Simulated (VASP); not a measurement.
The system is AlN.

```
CELL_PARAMETERS angstrom
-0.06108 2.03855 2.03855
2.03855 -0.06108 2.03855
2.03855 2.03855 -0.06108
ATOMIC_POSITIONS crystal
Al 0.00000 0.00000 0.00000
N 0.50000 0.50000 0.50000
```

This cell differs from its parent crystal: epitaxial 111 strain +4.0%.

Program: VASP 6.6.1. Alike in all runs: task single point; potentials or basis VASP PAW PBE potentials, release 64 (Al, N); no spin polarisation; cell as given; cutoff (eV) 520; smearing gaussian 0.01 eV.

Order these runs on this cell by their band gap on the k mesh, lowest first.
A. level PBE; k mesh 6 × 6 × 6
B. level r2SCAN; k mesh 10 × 10 × 10
C. level HSE06; k mesh 8 × 8 × 8; grid for exact exchange (PRECFOCK) Normal; screening parameter 0.2079 1/Å

A (3.44 eV), B (4.26 eV), C (4.74 eV).

Caveats: some runs use coarse meshes.

A k mesh can miss the band edges.
